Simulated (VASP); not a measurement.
# MoS3 (Pm-3n) in VASP: further runs, part 2 of 3

VASP 6.6.1. The steps go on from the part before.

## (3) Single point, PBE, collinear spin

The input, INCAR:

```
SYSTEM = MoS3
PREC = Accurate
ENCUT = 520
EDIFF = 1E-7
ISMEAR = 0
SIGMA = 0.1
LREAL = .False.
LASPH = .True.
NELM = 150
ALGO = Normal
ISIF = 2
LWAVE = .False.
LCHARG = .False.
ISPIN = 2
MAGMOM = 1 1 0 0 0 0 0 0
LORBIT = 11
LMAXMIX = 4
GGA = PE
NBANDS = 46
```

The input, KPOINTS:

```
regular mesh
0
Gamma
  4 4 4
  0 0 0
```

The input, POSCAR:

```
MoS3
1.0
    4.9231205773      0.0000000000      0.0000000000
    0.0000000000      4.9231205773      0.0000000000
    0.0000000000      0.0000000000      4.9231205773
Mo S
2 6
Direct
    0.0000000000      0.0000000000      0.0000000000
    0.5000000000      0.5000000000      0.5000000000
    0.2500000000      0.0000000000      0.5000000000
    0.5000000000      0.7500000000      0.0000000000
    0.7500000000      0.0000000000      0.5000000000
    0.5000000000      0.2500000000      0.0000000000
    0.0000000000      0.5000000000      0.7500000000
    0.0000000000      0.5000000000      0.2500000000
```

Potentials or basis: VASP PAW PBE potentials, release 64 (Mo_sv, S).

Run with:

```sh
$ cat potpaw_PBE.64/Mo_sv/POTCAR potpaw_PBE.64/S/POTCAR > POTCAR
$ mpirun -np 1 vasp_std > vasp.out
```

OUTCAR:

```text
SYSTEM = MoS3
   PREC = Accurate
   ENCUT = 520
   EDIFF = 1E-7
   ISMEAR = 0
   LREAL = .False.
   LASPH = .True.
   NELM = 150
   ISIF = 2
   ISPIN = 2
   LORBIT = 11
   GGA = PE

 ion  position               nearest neighbor table
   1  0.000  0.000  0.000-   3 2.75   4 2.75   5 2.75   6 2.75   7 2.75   8 2.75   3 2.75   5 2.75
                             7 2.75   8 2.75   4 2.75   6 2.75
   2  0.500  0.500  0.500-   3 2.75   4 2.75   5 2.75   6 2.75   7 2.75   8 2.75   4 2.75   6 2.75
                             3 2.75   5 2.75   7 2.75   8 2.75
   3  0.250  0.000  0.500-   5 2.46   5 2.46   1 2.75   1 2.75   2 2.75   2 2.75
   4  0.500  0.750  0.000-   6 2.46   6 2.46   1 2.75   2 2.75   2 2.75   1 2.75
   5  0.750  0.000  0.500-   3 2.46   3 2.46   1 2.75   1 2.75   2 2.75   2 2.75
   6  0.500  0.250  0.000-   4 2.46   4 2.46   1 2.75   2 2.75   2 2.75   1 2.75
   7  0.000  0.500  0.750-   8 2.46   8 2.46   1 2.75   2 2.75   1 2.75   2 2.75
   8  0.000  0.500  0.250-   7 2.46   7 2.46   1 2.75   2 2.75   1 2.75   2 2.75

  LATTYP: Found a simple cubic cell.
 ALAT       =     4.9231205773

  Lattice vectors:

 A1 = (   4.9231205773,   0.0000000000,   0.0000000000)
 A2 = (   0.0000000000,   4.9231205773,   0.0000000000)
 A3 = (   0.0000000000,   0.0000000000,   4.9231205773)

Analysis of symmetry for initial positions (statically):
=====================================================================
 Subroutine PRICEL returns:
 Original cell was already a primitive cell.

 Routine SETGRP: Setting up the symmetry group for a
 simple cubic supercell.

 Subroutine GETGRP returns: Found 48 space group operations
 (whereof 24 operations were pure point group operations)
 out of a pool of 48 trial point group operations.

The static configuration has the point symmetry T_h .
 The point group associated with its full space group is O_h .

Analysis of symmetry for dynamics (positions and initial velocities):
=====================================================================
[... 651 lines left out ...]

 spin component 2

 k-point     1 :       0.0000    0.0000    0.0000
  band No.  band energies     occupation
      1     -51.5772      1.00000
      2     -51.5762      1.00000
      3     -25.6387      1.00000
      4     -25.6387      1.00000
      5     -25.6387      1.00000
      6     -25.6264      1.00000
[... 459 lines left out ...]
     43      16.9822      0.00000
     44      16.9822      0.00000
 [bands above 44 left out]

------------------------ aborting loop because EDIFF is reached ----------------------------------------

  FORCE on cell =-STRESS in cart. coord.  units (eV):
  Direction    XX          YY          ZZ          XY          YZ          ZX
  --------------------------------------------------------------------------------------
  -------------------------------------------------------------------------------------
  Total       -0.1829858     -0.1829858     -0.1829858      0.0000000     -0.0000000     -0.0000000
  in kB       -2.4570081     -2.4570081     -2.4570081      0.0000000     -0.0000000     -0.0000000
  external PRESSURE =      -2.4570081 kB  Pullay stress =       0.0000000 kB

 VOLUME and BASIS-vectors are now :
 -----------------------------------------------------------------------------
  energy-cutoff  :      520.00
  volume of cell :      119.32
      direct lattice vectors                 reciprocal lattice vectors
     4.923120577  0.000000000  0.000000000     0.203123199  0.000000000  0.000000000
     0.000000000  4.923120577  0.000000000     0.000000000  0.203123199  0.000000000
     0.000000000  0.000000000  4.923120577     0.000000000  0.000000000  0.203123199

 POSITION                                       TOTAL-FORCE (eV/Angst)
 -----------------------------------------------------------------------------------
      0.00000      0.00000      0.00000        -0.000000      0.000000     -0.000000
      2.46156      2.46156      2.46156        -0.000000      0.000000     -0.000000
      1.23078      0.00000      2.46156        -0.000000     -0.000000     -0.000000
      2.46156      3.69234      0.00000        -0.000000      0.000000      0.000000
      3.69234      0.00000      2.46156         0.000000     -0.000000      0.000000
      2.46156      1.23078      0.00000         0.000000     -0.000000      0.000000
      0.00000      2.46156      3.69234        -0.000000      0.000000     -0.000000
      0.00000      2.46156      1.23078         0.000000      0.000000      0.000000
 -----------------------------------------------------------------------------------
    total drift:                                0.000000      0.000000     -0.000000

  FREE ENERGIE OF THE ION-ELECTRON SYSTEM (eV)
  ---------------------------------------------------
  free  energy   TOTEN  =       -43.7094394643 eV

  energy  without entropy=      -43.6841182143  energy(sigma->0) =      -43.69677884

 total charge

# of ion       s       p       d       tot
------------------------------------------
    1        2.189   6.098   3.779  12.066
    2        2.189   6.098   3.779  12.066
    3        1.410   2.191   0.000   3.601
    4        1.410   2.191   0.000   3.601
    5        1.410   2.191   0.000   3.601
    6        1.410   2.191   0.000   3.601
    7        1.410   2.191   0.000   3.601
    8        1.410   2.191   0.000   3.601
--------------------------------------------------
tot         12.837  25.343   7.557  45.737

 magnetization (x)

# of ion       s       p       d       tot
------------------------------------------
    1        0.000   0.000   0.000   0.000
    2        0.000   0.000   0.000   0.000
    3        0.000  -0.000   0.000  -0.000
    4        0.000  -0.000   0.000  -0.000
    5        0.000  -0.000   0.000  -0.000
    6        0.000  -0.000   0.000  -0.000
    7        0.000  -0.000   0.000  -0.000
    8        0.000  -0.000   0.000  -0.000
--------------------------------------------------
tot          0.000  -0.000   0.001   0.001
```

OSZICAR:

```text
N       E                     dE             d eps       ncg     rms          rms(c)
DAV:   1     0.478261307017E+03    0.47826E+03   -0.33142E+04  1920   0.133E+03
DAV:   2    -0.191594230058E+02   -0.49742E+03   -0.47138E+03  2198   0.332E+02
DAV:   3    -0.469962629716E+02   -0.27837E+02   -0.26591E+02  2254   0.700E+01
DAV:   4    -0.475326279139E+02   -0.53636E+00   -0.53367E+00  2170   0.101E+01
DAV:   5    -0.475437665211E+02   -0.11139E-01   -0.11134E-01  2264   0.132E+00    0.335E+01
DAV:   6    -0.500351726750E+02   -0.24914E+01   -0.29296E+01  1868   0.250E+01    0.264E+01
DAV:   7    -0.439434771345E+02    0.60917E+01   -0.14154E+01  1870   0.215E+01    0.116E+01
DAV:   8    -0.437122443755E+02    0.23123E+00   -0.14340E+00  1992   0.522E+00    0.616E+00
DAV:   9    -0.437100650818E+02    0.21793E-02   -0.70658E-02  2176   0.123E+00    0.201E+00
DAV:  10    -0.437098185439E+02    0.24654E-03   -0.41061E-03  2118   0.313E-01    0.102E+00
DAV:  11    -0.437094791893E+02    0.33935E-03   -0.23679E-03  2082   0.248E-01    0.367E-01
DAV:  12    -0.437094220248E+02    0.57165E-04   -0.28808E-04  2064   0.912E-02    0.117E-01
DAV:  13    -0.437094310014E+02   -0.89766E-05   -0.60928E-05  2110   0.380E-02    0.292E-02
DAV:  14    -0.437094355082E+02   -0.45068E-05   -0.12043E-05  2220   0.196E-02    0.118E-02
DAV:  15    -0.437094379120E+02   -0.24038E-05   -0.36394E-06  2078   0.975E-03    0.746E-03
DAV:  16    -0.437094387331E+02   -0.82111E-06   -0.70343E-07  2210   0.433E-03    0.532E-03
DAV:  17    -0.437094393949E+02   -0.66178E-06   -0.96280E-07  2122   0.514E-03    0.297E-03
DAV:  18    -0.437094394643E+02   -0.69404E-07   -0.88216E-08  1158   0.144E-03
   1 F= -.43709439E+02 E0= -.43696779E+02  d E =-.253212E-01  mag=     0.0004
```

It took 3.7 min on 1 thread of Intel Xeon 8259CL, shared host; peak memory 0.32 GiB.

Results:

- Free energy: -43.7094 eV
- Pressure: -0.2 GPa
- Band gap on the k mesh: zero (filled and empty bands overlap)
- Net moment: 0.00 μB per cell
- Valence electrons inside the program's atomic spheres: Mo 12.07; S 3.60

Levels at points of the mesh, in eV from the Fermi level:
Spin up:
```
           k point  band 28  band 29  band 30  band 31  band 32  band 33  band 34  band 35  band 36  band 37
(0.00, 0.00, 0.00)    -2.54    -2.54    -0.22    -0.22     0.47     0.47     1.93     1.93     1.93     2.40
(0.50, 0.00, 0.00)    -2.76    -1.22    -1.22    -0.89    -0.89     0.18     0.18     0.71     0.71     1.39
(0.50, 0.50, 0.00)    -2.19    -1.88    -1.32    -0.70    -0.70    -0.57    -0.57    -0.57     0.85     0.85
(0.50, 0.50, 0.50)    -3.29    -3.29    -3.29    -3.29    -3.29     0.56     0.56     0.56     0.56     0.56
```
Spin down:
```
           k point  band 29  band 30  band 31  band 32  band 33  band 34  band 35  band 36
(0.00, 0.00, 0.00)    -2.54    -0.22    -0.22     0.47     0.47     1.93     1.93     1.93
(0.50, 0.00, 0.00)    -1.22    -1.22    -0.89    -0.89     0.18     0.18     0.72     0.72
(0.50, 0.50, 0.00)    -1.88    -1.32    -0.70    -0.70    -0.57    -0.57    -0.57     0.85
(0.50, 0.50, 0.50)    -3.29    -3.29    -3.29    -3.29     0.56     0.56     0.56     0.56
```

## (4) Single point, PBE, collinear spin

This run uses another cell than the first one, of 18.51 Å³/atom.

The input, INCAR:

```
SYSTEM = MoS3
PREC     = Accurate       ! precision mode
ENCUT    = 520            ! plane-wave cutoff, eV
EDIFF    = 1E-7           ! SCF threshold, eV
ISMEAR   = 0              ! smearing method
SIGMA    = 0.1            ! smearing width, eV
LREAL    = .FALSE.        ! projectors in reciprocal space
LASPH    = .TRUE.         ! aspherical terms in the spheres
NELM     = 150            ! most SCF steps
ALGO     = Normal         ! electronic algorithm
ISIF     = 2              ! what is computed and relaxed
LWAVE    = .FALSE.        ! write WAVECAR
LCHARG   = .FALSE.        ! write CHGCAR
ISPIN    = 2              ! spin polarisation
MAGMOM   = 1 1 0 0 0 0 0 0 ! initial moments
LORBIT   = 11             ! projections on sites
LMAXMIX  = 4              ! l up to which the mixer works
GGA      = PE             ! functional
NBANDS   = 46             ! bands
```

The input, KPOINTS:

```
Automatic mesh
0
G
  4 4 4
  0 0 0
```

POSCAR, as its differences from that of step 3:

```diff
@@ -2,5 +2,5 @@
 1.0
-    4.9231205773      0.0000000000      0.0000000000
-    0.0000000000      4.9231205773      0.0000000000
-    0.0000000000      0.0000000000      4.9231205773
+    5.2904583400      0.0000000000      0.0000000000
+    0.0000000000      5.2904583400      0.0000000000
+    0.0000000000      0.0000000000      5.2904583400
 Mo S
```

Potentials or basis: VASP PAW PBE potentials, release 64 (Mo_sv, S).

Run with:

```sh
$ cat potpaw_PBE.64/Mo_sv/POTCAR potpaw_PBE.64/S/POTCAR > POTCAR
$ mpirun -np 1 vasp_std > vasp.out
```

OUTCAR:

```text
SYSTEM = MoS3
   PREC = Accurate
   ENCUT = 520
   EDIFF = 1E-7
   ISMEAR = 0
   LREAL = .FALSE.
   LASPH = .TRUE.
   NELM = 150
   ISIF = 2
   ISPIN = 2
   LORBIT = 11
   GGA = PE

 ion  position               nearest neighbor table
   1  0.000  0.000  0.000-   3 2.96   4 2.96   5 2.96   6 2.96   7 2.96   8 2.96   3 2.96   5 2.96
                             7 2.96   8 2.96   4 2.96   6 2.96
   2  0.500  0.500  0.500-   3 2.96   4 2.96   5 2.96   6 2.96   7 2.96   8 2.96   4 2.96   6 2.96
                             3 2.96   5 2.96   7 2.96   8 2.96
   3  0.250  0.000  0.500-   5 2.65   5 2.65   1 2.96   1 2.96   2 2.96   2 2.96
   4  0.500  0.750  0.000-   6 2.65   6 2.65   1 2.96   2 2.96   2 2.96   1 2.96
   5  0.750  0.000  0.500-   3 2.65   3 2.65   1 2.96   1 2.96   2 2.96   2 2.96
   6  0.500  0.250  0.000-   4 2.65   4 2.65   1 2.96   2 2.96   2 2.96   1 2.96
   7  0.000  0.500  0.750-   8 2.65   8 2.65   1 2.96   2 2.96   1 2.96   2 2.96
   8  0.000  0.500  0.250-   7 2.65   7 2.65   1 2.96   2 2.96   1 2.96   2 2.96

  LATTYP: Found a simple cubic cell.
 ALAT       =     5.2904583400

  Lattice vectors:

 A1 = (   5.2904583400,   0.0000000000,   0.0000000000)
 A2 = (   0.0000000000,   5.2904583400,   0.0000000000)
 A3 = (   0.0000000000,   0.0000000000,   5.2904583400)

Analysis of symmetry for initial positions (statically):
=====================================================================
 Subroutine PRICEL returns:
 Original cell was already a primitive cell.

 Routine SETGRP: Setting up the symmetry group for a
 simple cubic supercell.

 Subroutine GETGRP returns: Found 48 space group operations
 (whereof 24 operations were pure point group operations)
 out of a pool of 48 trial point group operations.

The static configuration has the point symmetry T_h .
 The point group associated with its full space group is O_h .

Analysis of symmetry for dynamics (positions and initial velocities):
=====================================================================
 Subroutine PRICEL returns:
 Original cell was already a primitive cell.

 Routine SETGRP: Setting up the symmetry group for a
 simple cubic supercell.

 Subroutine GETGRP returns: Found 48 space group operations
 (whereof 24 operations were pure point group operations)
 out of a pool of 48 trial point group operations.

The dynamic configuration has the point symmetry T_h .
 The point group associated with its full space group is O_h .

Analysis of structural, dynamic, and magnetic symmetry:
=====================================================================
 Subroutine PRICEL returns:
 Original cell was already a primitive cell.

 Routine SETGRP: Setting up the symmetry group for a
 simple cubic supercell.

 Subroutine GETGRP returns: Found 48 space group operations
 (whereof 24 operations were pure point group operations)
 out of a pool of 48 trial point group operations.

The overall configuration has the point symmetry T_h .
 The point group associated with its full space group is O_h .

 Subroutine INISYM returns: Found 48 space group operations
 (whereof 24 operations are pure point group operations),
 and found     1 'primitive' translations

----------------------------------------------------------------------------------------

                                     Primitive cell

[... 101 lines left out ...]
   EFERMI =   0.00;   METHOD = LEGACY
   ISMEAR =     0;   SIGMA  =   0.10  broadening in eV -4-tet -1-fermi 0-gaus
   EFERMI_NEDOS =   21; number of points for ismear=-14 and -15
   IALGO  =     38    algorithm
   IMIX   =      4    mixing-type and parameters
     AMIX     =   0.40;   BMIX     =  1.00
     AMIX_MAG =   1.60;   BMIX_MAG =  1.00
  volume/ion in A,a.u.               =      18.51       124.91
  Fermi-wavevector in a.u.,A,eV,Ry     =   1.237774  2.339055 20.845291  1.532086
  Thomas-Fermi vector in A             =   2.372328
   LORBIT       =     11    0 simple, 1 ext, 2 COOP (PROOUT), +10 PAW based schemes
   GGA     = PE    functional components
   LHFCALC =     F    Hartree Fock is set to
   AEXX    =    0.0000 exact exchange contribution
   IVDW    =     0    specifies the selected vdW correction
   LEPSILON=     F    determine dielectric tensor
   LRPA    =     F    only Hartree local field effects (RPA)
 spin polarized calculation
 Gauss-broadening in eV      SIGMA  =   0.10
  energy-cutoff  :      520.00
  volume of cell :      148.07
 maximum number of plane-waves:      4032
 NGX is ok and might be reduce to    40
   NGX = 19   NGY = 19   NGZ = 19

 number of electron      64.0000033 magnetization       0.3081664

 Free energy of the ion-electron system (eV)
  ---------------------------------------------------
  ext. energy  EPLUGINS =         0.00000000
  ---------------------------------------------------
  free energy    TOTEN  =       -41.73713169 eV

  energy without entropy =      -41.70262488  energy(sigma->0) =      -41.71987828

 E-fermi :   7.1672     XC(G=0): -10.9000

 val. band max:        7.1360238526   @ k =   0.2500   0.2500   0.2500
 cond. band min:       7.1701650060   @ k =   0.5000   0.5000   0.2500
 fundamental gap:      0.0341411535
 Fermi energy:         7.1672157368

 spin component 1

 k-point     1 :       0.0000    0.0000    0.0000
  band No.  band energies     occupation
      1     -54.8510      1.00000
      2     -54.8507      1.00000
      3     -28.8549      1.00000
      4     -28.8549      1.00000
      5     -28.8549      1.00000
      6     -28.8514      1.00000
[... 459 lines left out ...]
     43      13.4898      0.00000
     44      13.4898      0.00000
 Fermi energy:         7.1672157368

 spin component 2

 k-point     1 :       0.0000    0.0000    0.0000
  band No.  band energies     occupation
      1     -54.7199      1.00000
      2     -54.7196      1.00000
      3     -28.7106      1.00000
      4     -28.7106      1.00000
      5     -28.7106      1.00000
      6     -28.7069      1.00000
[... 459 lines left out ...]
     43      13.5483      0.00000
     44      13.5483      0.00000
 [bands above 44 left out]

------------------------ aborting loop because EDIFF is reached ----------------------------------------

  FORCE on cell =-STRESS in cart. coord.  units (eV):
  Direction    XX          YY          ZZ          XY          YZ          ZX
  --------------------------------------------------------------------------------------
  -------------------------------------------------------------------------------------
  Total      -16.6358256    -16.6358256    -16.6358256     -0.0000000     -0.0000000      0.0000000
  in kB     -180.0010523   -180.0010523   -180.0010523     -0.0000000     -0.0000000      0.0000000
  external PRESSURE =    -180.0010523 kB  Pullay stress =       0.0000000 kB

 VOLUME and BASIS-vectors are now :
 -----------------------------------------------------------------------------
  energy-cutoff  :      520.00
  volume of cell :      148.07
      direct lattice vectors                 reciprocal lattice vectors
     5.290458340  0.000000000  0.000000000     0.189019540  0.000000000  0.000000000
     0.000000000  5.290458340  0.000000000     0.000000000  0.189019540  0.000000000
     0.000000000  0.000000000  5.290458340     0.000000000  0.000000000  0.189019540

 POSITION                                       TOTAL-FORCE (eV/Angst)
 -----------------------------------------------------------------------------------
      0.00000      0.00000      0.00000         0.000000     -0.000000     -0.000000
      2.64523      2.64523      2.64523         0.000000     -0.000000     -0.000000
      1.32261      0.00000      2.64523        -0.000000     -0.000000     -0.000000
      2.64523      3.96784      0.00000        -0.000000      0.000000     -0.000000
      3.96784      0.00000      2.64523         0.000000      0.000000      0.000000
      2.64523      1.32261      0.00000         0.000000     -0.000000      0.000000
      0.00000      2.64523      3.96784        -0.000000      0.000000      0.000000
      0.00000      2.64523      1.32261         0.000000     -0.000000     -0.000000
 -----------------------------------------------------------------------------------
    total drift:                                0.000000      0.000000     -0.000000

  FREE ENERGIE OF THE ION-ELECTRON SYSTEM (eV)
  ---------------------------------------------------
  free  energy   TOTEN  =       -41.7371316852 eV

  energy  without entropy=      -41.7026248790  energy(sigma->0) =      -41.71987828

 total charge

# of ion       s       p       d       tot
------------------------------------------
    1        2.157   6.049   3.618  11.824
    2        2.157   6.049   3.618  11.824
    3        1.408   2.125   0.000   3.534
    4        1.408   2.125   0.000   3.534
    5        1.408   2.125   0.000   3.534
    6        1.408   2.125   0.000   3.534
    7        1.408   2.125   0.000   3.534
    8        1.408   2.125   0.000   3.534
--------------------------------------------------
tot         12.765  24.849   7.237  44.851

 magnetization (x)

# of ion       s       p       d       tot
------------------------------------------
    1        0.002   0.002   0.189   0.193
    2        0.002   0.002   0.189   0.193
    3        0.001  -0.016   0.000  -0.015
    4        0.001  -0.016   0.000  -0.015
    5        0.001  -0.016   0.000  -0.015
    6        0.001  -0.016   0.000  -0.015
    7        0.001  -0.016   0.000  -0.015
    8        0.001  -0.016   0.000  -0.015
--------------------------------------------------
tot          0.012  -0.091   0.379   0.299
```

It took 4.5 min on 1 thread of Intel Xeon 8259CL, shared host; peak memory 0.33 GiB.

Results:

| Property | Result |
| --- | --- |
| Free energy | -41.7371 eV |
| Pressure | -18.0 GPa |
| Net moment | 0.31 μB per cell |
| Site moments | Mo +0.19; S -0.01 μB |
| Valence electrons inside the program's atomic spheres | Mo 11.82; S 3.53 |

Caveat: the cell stands under tension.

(Continued in part 3 of 3.)

The gap in the log of VASP goes by the Fermi energy; the results here count the filled bands.